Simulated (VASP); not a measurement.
Here is a VASP 6.6.1 calculation.

INCAR

```
PREC = Accurate
ENCUT = 520
EDIFF = 1E-6
ISMEAR = -1
SIGMA = 0.05
LREAL = False
LASPH = True
NELM = 80
ALGO = Normal
ISIF = 2
LWAVE = False
LCHARG = False
GGA = PS
NBANDS = 19
```

KPOINTS

```
Automatic mesh
0
Gamma
  14 14 6
```

Contents of POSCAR:

```
Cd
1.0
    2.9302057671      0.0000000000      0.0000000000
   -1.4651028836      2.5376326327      0.0000000000
    0.0000000000      0.0000000000      5.7275637984
Cd
2
Direct
    0.3333333333      0.6666666667      0.2500000000
    0.6666666667      0.3333333333      0.7500000000
```

Potentials or basis: VASP PAW PBE potentials, release 64 (Cd).

Command:

```bash
$ cat potpaw_PBE.64/Cd/POTCAR > POTCAR
$ mpirun -np 1 vasp_std > vasp.out
```

Question: Estimate the band gap on the k mesh.

Answer: Zero (bands 12 and 13 overlap by 4.79 eV).

Question: Predict the pressure.

Answer: 0.4 GPa.

Stress tensor (GPa, compression positive):
```
0.47 0.00 0.00
0.00 0.47 0.00
0.00 0.00 0.21
```

Caveat: the PAW data sets were made with another functional, which shifts forces and pressure a little.
